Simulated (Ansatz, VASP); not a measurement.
**Two plane-wave programs on La5Lu2F**

```
La Lu F
1.0
     3.69712   -0.00017    0.00094
    -1.84869    3.20029   -0.00122
     0.00561   -0.00505   20.97049
La Lu F
5 2 1
Direct
  0.99996 0.00078 0.22646
  0.66719 0.33333 0.92064
  0.33361 0.66691 0.07931
  0.00045 0.00022 0.77356
  0.99930 0.99945 0.50002
  0.66606 0.33298 0.36337
  0.33303 0.66634 0.63668
  0.00041 0.99998 0.99996
```

Change from the starting cell: cell x1, atoms moved at random (sigma 0.05 Å) and cell strained at random (1.5 %), then relaxed without symmetry.

Alike in both runs: functional PBE; k mesh 6 × 6 × 1; occupations gaussian, width 0.2 eV; no spin polarisation.

Ansatz relaxed the structure, and its values are those at the end. VASP's run is a single point on that final structure, the one shown.

|  | VASP | Ansatz |
| --- | --- | --- |
| version | VASP 6.6.1 | Ansatz 0.2.0 |
| potentials or method | VASP PAW PBE potentials, release 64 (La, Lu, F), cutoff 520 eV | scalar-relativistic, plane waves, PAW |
| valence electrons in the cell | 112 | 112 |

|  | VASP | Ansatz | Ansatz less VASP |
| --- | --- | --- | --- |
| gap on the k mesh at the Fermi level (eV) | none | none | - |
| pressure (GPa) | 0.1 | 0.0 | -0.03 |

A gap of «none» marks a metal or a gap that the smearing closes. With one functional, cell and mesh, what is left measures potentials, basis and numerics.

Neither program's run includes spin-orbit coupling.
